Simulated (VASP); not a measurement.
# Ir: single point with r2SCAN

Crystal: Ir.

```xyz
1
Lattice="0.0000 1.9221 1.9221 1.9221 0.0000 1.9221 1.9221 1.9221 0.0000" Properties=species:S:1:pos:R:3 pbc="T T T"
Ir    0.0000    0.0000    0.0000
```

| Item | Value |
| --- | --- |
| Program | VASP 6.6.1 |
| Task | single point |
| Functional | r2SCAN |
| Potentials or basis | VASP PAW PBE potentials, release 64 (Ir_sv_GW) |
| Cutoff | 620 eV |
| k mesh | 18 × 18 × 18 |
| Occupations | gaussian, width 0.1 eV |
| Spin | no spin polarisation |

```
Pressure               : -1.0 GPa
Band gap on the k mesh : zero (an odd number of electrons rules out a gap without spin polarisation)
```

Levels at points of the mesh, in eV from the Fermi level:
```tsv
k point	band 6	band 7	band 8	band 9	band 10	band 11
(0.00, 0.00, 0.00)	-4.01	-4.01	-4.01	-1.32	-1.32	14.24
(0.50, 0.00, 0.00)	-4.17	-4.17	-0.73	0.89	0.89	7.62
(0.50, 0.50, 0.00)	-7.61	0.80	1.53	1.53	1.72	11.03
```

Run time: 90 s on 1 thread of Intel(R) Xeon(R) Platinum 8488C (Sapphire Rapids) (shared host), peak memory 0.19 GiB.

Caveat: the PAW data sets were made with another functional, which shifts forces and pressure a little; spin-orbit coupling is left out, which moves the levels of the heavy elements.
